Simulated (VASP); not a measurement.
Runs of VASP 6.6.1 on SnO2. Symmetry: Fm-3m, No. 225, cubic system. Conventional cell: a = 5.067 Å, b = 5.067 Å, c = 5.067 Å, α = 90.00°, β = 90.00°, γ = 90.00°. Within 2.9 Å of Sn (site symmetry m-3m) lie 8 O at 2.19 Å. O (site symmetry -43m) has 4 Sn at 2.19 Å and 6 O at 2.53 Å within 2.9 Å. 

```csv
task,level,potentials or basis,k mesh,cutoff (eV),smearing,GW scheme,GW iterations,cutoff of the response function,frequency points,empty bands,gap on the mesh (eV),pressure (GPa)
single point,PBE,"VASP PAW PBE potentials, release 64 (Sn_d, O)",4 × 4 × 4,600,gaussian 0.01 eV,-,-,-,-,-,(c),9.5
single point,PBE,"VASP PAW PBE potentials, release 64 (Sn_d, O)",6 × 6 × 6,600,gaussian 0.01 eV,-,-,-,-,-,0.30,9.8
single point,PBE,"VASP PAW PBE potentials, release 64 (Sn_d, O)",5 × 5 × 5,600,gaussian 0.01 eV,-,-,-,-,-,0.42,9.7
single point,PBE-based global hybrid,"VASP PAW PBE potentials, release 64 (Sn_d, O)",4 × 4 × 4,520,gaussian 0.01 eV,-,-,-,-,-,(b),(a)
single point,HSE06,"VASP PAW PBE potentials, release 64 (Sn_d, O)",4 × 4 × 4,520,fermi-dirac 0.001 eV,-,-,-,-,-,1.68,-2.0
```

Alike in all rows: no spin polarisation; cell a = 3.583 Å, angles 60.0°, 3 atoms.

Question: Fill in the values left out.

Answer: (a) 0.1; (b) 1.99; (c) 0.27.

Caveats: some runs use coarse meshes; spin-orbit coupling is left out, which moves the levels of the heavy elements; the PAW data sets were made with another functional, which shifts forces and pressure a little (some runs).

A k mesh can miss the band edges, and the runs leave out spin-orbit coupling on Sn.
